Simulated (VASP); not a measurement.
CdS:

```
Cd S
1.0
     0.00000    2.96335    2.96335
     2.96335    0.00000    2.96335
     2.96335    2.96335    0.00000
Cd S
1 1
Direct
  0.00000 0.00000 0.00000
  0.75000 0.75000 0.75000
```

Base run:

| Quantity | Value |
| --- | --- |
| Program | VASP 6.6.1 |
| Functional | PBE |
| Dispersion | D4 |
| Potentials or basis | VASP PAW PBE potentials, release 64 (Cd, S) |
| Cutoff | 520 eV |
| k mesh | 10 × 10 × 10 |
| Occupations | gaussian, width 0.05 eV |
| Spin | no spin polarisation |

Its results: band gap on the k mesh 1.04 eV, direct; pressure -1.7 GPa.

Problem. The run is repeated on the same cell with these changes: dispersion from D4 to none; further incar settings from ALGO = Normal; EDIFF = 1e-06; NBANDS = 16 to ALGO = Normal; EDIFF = 1e-07; NBANDS = 16. What comes out?

Solution. Band gap on the k mesh 1.04 eV, direct; pressure 0.3 GPa.

